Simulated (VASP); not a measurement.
Runs of VASP 6.6.1 on Zr. The structure is that of space group Fd-3m (No. 227), or close to it. The cells are those of the table. 

```tsv
cell	gap on the mesh (eV)	pressure (GPa)
a = 4.605 Å, angles 60.0°, 2 atoms	none	(a)
a = 4.366 Å, angles 60.0°, 2 atoms	none	3.2
a = 4.489 Å, angles 60.0°, 2 atoms	none	0.1
a = 4.428 Å, angles 60.0°, 2 atoms	none	(b)
a = 4.662 Å, angles 60.0°, 2 atoms	none	-2.6
```

Alike in all rows: task single point; level revPBE; potentials or basis VASP PAW PBE potentials, release 64 (Zr_sv); no spin polarisation; k mesh 10 × 10 × 10; cutoff (eV) 520; smearing fermi-dirac 0.1 eV.

Task: Estimate the missing entries.

Result: (a) -1.9; (b) 1.5.

Caveats: the PAW data sets were made with another functional, which shifts forces and pressure a little.

A k mesh can miss the band edges, and the runs leave out spin-orbit coupling on Zr.

A gap of «none» marks levels without a gap at the run's occupations.
